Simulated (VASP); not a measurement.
# BN (P6_3mc) in VASP: settings compared, part 2 of 2

VASP 6.6.1. The steps go on from the part before.

## (5) Relaxation of cell and atoms, PBEsol

This run uses another cell than the first one, of 5.97 Å³/atom, 1.012 times its volume.

INCAR reads:

```
SYSTEM = BN
  PREC = Accurate
  ENCUT = 600
  EDIFF = 1E-7
  ISMEAR = -1
  SIGMA = 0.02
  LREAL = .False.
  LASPH = .True.
  NELM = 60
  ALGO = Normal
  ISIF = 3
  LWAVE = .False.
  LCHARG = .False.
  GGA = PS
  IBRION = 2
  NSW = 80
  EDIFFG = -0.005
```

KPOINTS reads:

```
regular mesh
0
Gamma
  12 12 6
  0 0 0
```

POSCAR reads:

```
BN
1.0
    2.5545044022      0.0000000000      0.0000000000
   -1.2772522011      2.2122657064      0.0000000000
    0.0000000000      0.0000000000      4.2245317495
B N
2 2
Direct
    0.6666666667      0.3333333333      0.0001896643
    0.3333333333      0.6666666667      0.5001896643
    0.6666666667      0.3333333333      0.3748103357
    0.3333333333      0.6666666667      0.8748103357
```

Potentials or basis: VASP PAW PBE potentials, release 64 (B, N).

Run with:

```console
$ cat potpaw_PBE.64/B/POTCAR potpaw_PBE.64/N/POTCAR > POTCAR
$ mpirun -np 1 vasp_std > vasp.out
```

OUTCAR:

```text
SYSTEM = BN
   PREC = Accurate
   ENCUT = 600
   EDIFF = 1E-7
   ISMEAR = -1
   LREAL = .False.
   LASPH = .True.
   NELM = 60
   ISIF = 3
   GGA = PS
   IBRION = 2
   NSW = 80
   EDIFFG = -0.005

 ion  position               nearest neighbor table
   1  0.667  0.333  0.000-   4 1.57   4 1.57   4 1.57   3 1.58
   2  0.333  0.667  0.500-   3 1.57   3 1.57   3 1.57   4 1.58
   3  0.667  0.333  0.375-   2 1.57   2 1.57   2 1.57   1 1.58
   4  0.333  0.667  0.875-   1 1.57   1 1.57   1 1.57   2 1.58

  LATTYP: Found a hexagonal cell.
 ALAT       =     2.5545044022
 C/A-ratio  =     1.6537578662

  Lattice vectors:

 A1 = (   2.5545044022,   0.0000000000,   0.0000000000)
 A2 = (  -1.2772522011,   2.2122657064,   0.0000000000)
 A3 = (   0.0000000000,   0.0000000000,   4.2245317495)

[... 391 lines left out ...]
      3      -3.4797      2.00000
      4       5.4327      2.00000
      5       5.4327      2.00000
      6       7.2967      2.00000
      7       7.5799      2.00000
      8       7.5799      2.00000
      9      15.9041      0.00000
     10      15.9041      0.00000
     11      16.1485      0.00000
     12      17.1128      0.00000
[... 331 lines left out ...]
 k-point    24 :       0.3333    0.0000    0.1667
  band No.  band energies     occupation
      1     -10.4331      2.00000
      2      -7.6218      2.00000
      3      -1.3393      2.00000
      4       0.1240      2.00000
      5       1.5588      2.00000
      6       3.2309      2.00000
      7       5.0461      2.00000
      8       5.6548      2.00000
      9      14.3335      0.00000
     10      15.7974      0.00000
     11      18.4601      0.00000
     12      18.5482      0.00000

 [... further k-points ...]

------------------------ aborting loop because EDIFF is reached ----------------------------------------

  FORCE on cell =-STRESS in cart. coord.  units (eV):
  Direction    XX          YY          ZZ          XY          YZ          ZX
  --------------------------------------------------------------------------------------
  -------------------------------------------------------------------------------------
  Total       -0.0016398     -0.0016398      0.0039237      0.0000000      0.0000000     -0.0000000
  in kB       -0.1116964     -0.1116964      0.2672688      0.0000000      0.0000000     -0.0000000
  external PRESSURE =       0.0146253 kB  Pullay stress =       0.0000000 kB
[... 19 lines left out ...]
  FREE ENERGIE OF THE ION-ELECTRON SYSTEM (eV)
  ---------------------------------------------------
  free  energy   TOTEN  =       -36.6346890180 eV

  energy  without entropy=      -36.6346890180  energy(sigma->0) =      -36.63468902

 reached required accuracy - stopping structural energy minimisation
```

OSZICAR:

```text
N       E                     dE             d eps       ncg     rms          rms(c)
DAV:   1     0.573520176345E+02    0.57352E+02   -0.95308E+03  1832   0.146E+03
DAV:   2    -0.355738026214E+02   -0.92926E+02   -0.87000E+02  2576   0.308E+02
DAV:   3    -0.384807957918E+02   -0.29070E+01   -0.28951E+01  2428   0.550E+01
[... 43 lines left out ...]
       N       E                     dE             d eps       ncg     rms          rms(c)
DAV:   1    -0.366346903522E+02   -0.88060E-05   -0.58449E-04  2024   0.237E-01    0.984E-03
DAV:   2    -0.366346892874E+02    0.10647E-05   -0.97535E-06  2340   0.327E-02    0.472E-03
DAV:   3    -0.366346890418E+02    0.24566E-06   -0.10495E-06  2172   0.937E-03    0.140E-03
DAV:   4    -0.366346890180E+02    0.23773E-07   -0.94993E-08  1192   0.310E-03
   6 F= -.36634689E+02 E0= -.36634689E+02  d E =-.764166E-05
```

Wall time 95 s (1 thread of AMD EPYC 7R43 (Zen 3), shared host); peak memory 0.11 GiB.

What came out:

- Free energy: -36.6347 eV
- Relaxed volume: 5.88 Å³/atom
- Relaxed cell: a = 2.542 Å, b = 2.542 Å, c = 4.204 Å, α = 90.00°, β = 90.00°, γ = 120.00°
- Space group after relaxing (to 0.05 Å): P6_3mc (No. 186)
- Energy gained by relaxing: 1.6 meV/atom
- Ionic steps: 6
- Pressure after relaxing: 0.0 GPa
- Band gap on the k mesh: 4.95 eV, indirect (least direct gap 8.22 eV)

Step by step:
```tsv
step	energy change (eV)	largest force (eV/Å)	pressure (GPa)	volume (Å³)
1	0.0000	0.0058	-5.60	23.87
2	0.0006	0.0162	6.16	23.16
3	-0.0062	0.0109	-0.01	23.52
4	-0.0062	0.0110	0.10	23.52
5	-0.0062	0.0118	-0.10	23.53
6	-0.0062	0.0004	0.00	23.52
```

Final structure:
```
B N
1.0
     2.54172    0.00000    0.00000
    -1.27086    2.20120    0.00000
     0.00000    0.00000    4.20409
B N
2 2
Direct
  0.66667 0.33333 0.00028
  0.33333 0.66667 0.50028
  0.66667 0.33333 0.37472
  0.33333 0.66667 0.87472
```

Levels at points of the mesh, in eV from the valence-band top:
| k point | band 4 | band 5 | band 6 | band 7 | band 8 | band 9 | band 10 | band 11 | band 12 |
| --- | --- | --- | --- | --- | --- | --- | --- | --- | --- |
| (0.00, 0.00, 0.00) | -2.15 | -2.15 | -0.28 | 0.00 | 0.00 | 8.32 | 8.32 | 8.57 | 9.53 |
| (0.50, 0.00, 0.00) | -7.87 | -6.99 | -5.05 | -4.51 | -2.13 | 6.57 | 7.82 | 10.54 | 11.42 |
| (0.00, 0.00, 0.50) | -5.78 | -1.19 | -1.19 | -1.19 | -1.19 | 9.47 | 9.47 | 9.89 | 9.89 |
| (0.50, 0.00, 0.50) | -10.13 | -3.81 | -3.81 | -3.61 | -3.61 | 6.46 | 6.46 | 9.96 | 9.96 |

Caveat: the PAW data sets were made with another functional, which shifts forces and pressure a little. A k mesh can miss the band edges.

## (6) Summary

```csv
task,level,cell,cutoff (eV),smearing,gap on the mesh (eV),pressure (GPa),relaxed volume (Å³/atom)
single point,r2SCAN,"a = 2.544, b = 2.544, c = 4.208 Å, angles 90.0, 90.0, 120.0°, 4 atoms",520,fermi-dirac 0.02 eV,5.72,1.1,-
single point,r2SCAN,"a = 2.544, b = 2.544, c = 4.208 Å, angles 90.0, 90.0, 120.0°, 4 atoms",520,gaussian 0.01 eV,5.72,1.1,-
relaxation of cell and atoms,PBE,"relaxed from a = 2.536, b = 2.536, c = 4.199 Å, angles 90.0, 90.0, 120.0°, 4 atoms",600,fermi-dirac 0.02 eV,5.21,-0.1,5.97
relaxation of cell and atoms,PBEsol,"relaxed from a = 2.555, b = 2.555, c = 4.225 Å, angles 90.0, 90.0, 120.0°, 4 atoms",600,fermi-dirac 0.02 eV,4.95,0.0,5.88
```

Alike in all rows: potentials or basis VASP PAW PBE potentials, release 64 (B, N); no spin polarisation; k mesh 12 × 12 × 6.

Caveats: the PAW data sets were made with another functional, which shifts forces and pressure a little (some runs).

Absolute energies hang on the potentials; compare differences alone.
